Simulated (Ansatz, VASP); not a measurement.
## Two plane-wave programs on Mo

```xyz
8
Lattice="-3.1420 -3.1420 3.1420 -3.1420 3.1420 -3.1420 3.1420 -3.1420 -3.1420" Properties=species:S:1:pos:R:3 pbc="T T T"
Mo   -1.4910   -1.5710   -1.5710
Mo    0.0000    0.0000   -3.1420
Mo    0.0000   -3.1420    0.0000
Mo    1.5710   -1.5710   -1.5710
Mo   -3.1420    0.0000    0.0000
Mo   -1.5710    1.5710   -1.5710
Mo   -1.5710   -1.5710    1.5710
Mo    0.0000    0.0000    0.0000
```

Alike in both runs: task single point; functional PBEsol; k mesh 12 × 12 × 12; occupations gaussian, width 0.15 eV; no spin polarisation.

|  | VASP | Ansatz |
| --- | --- | --- |
| version | VASP 6.6.1 | Ansatz 0.2.0 |
| potentials or method | VASP PAW PBE potentials, release 64 (Mo_sv), cutoff 520 eV | scalar-relativistic, plane waves, PAW |
| valence electrons in the cell | 112 | 112 |

Ansatz gave:

- gap on the k mesh at the Fermi level (eV): none
- pressure (GPa): -3.0
- traceless stress, the component that is largest in VASP (GPa): 0.18
- rms of the force components (eV/Å): 0.241

**Question.** Estimate VASP's values.

**Answer.** gap on the k mesh at the Fermi level (eV): none; pressure (GPa): -2.5; traceless stress, the component that is largest in VASP (GPa): 0.18; rms of the force components (eV/Å): 0.243.

VASP's potentials were made for PBE, not for PBEsol. Atom by atom the forces differ by 0.003 eV/Å (rms over components). A gap of «none» marks a metal or a gap that the smearing closes. The functional is the same, so the differences come from potentials, cutoffs and numerics.
